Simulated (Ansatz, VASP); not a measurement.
# One calculation of CoO, two programs

```
Co O
1.0
    -1.51799    1.51799    2.12121
     1.51799   -1.51799    2.12121
     1.51799    1.51799   -2.12121
Co O
1 1
Direct
  0.00000 0.00000 0.00000
  0.50000 0.50000 0.00000
```

Change from the starting cell: volume scaled by 1.02.

Alike in both runs: task single point; functional PBE; k mesh 12 × 12 × 12; occupations fermi-dirac, width 0.05 eV; collinear spin.

|  | VASP | Ansatz |
| --- | --- | --- |
| version | VASP 6.6.1 | Ansatz 0.2.0 |
| potentials or method | VASP PAW PBE potentials, release 64 (Co, O), cutoff 520 eV | all-electron LAPW, scalar-relativistic |

```tsv
	VASP	Ansatz	Ansatz less VASP
gap on the k mesh at the Fermi level (eV)	none	none	-
pressure (GPa)	-3.7	-3.3	+0.36
traceless stress, the component that is largest in VASP (GPa)	0.02	-0.22	-0.238
net moment per atom (μB)	1.46	1.47	+0.010
size of the moment on the site where the two differ most (μB)	2.57	2.60	+0.031
```

Site moments also hang on the region over which each program counts them. A gap of «none» marks a metal or a gap that the smearing closes. Ansatz ran all-electron here, and VASP with PAW potentials.
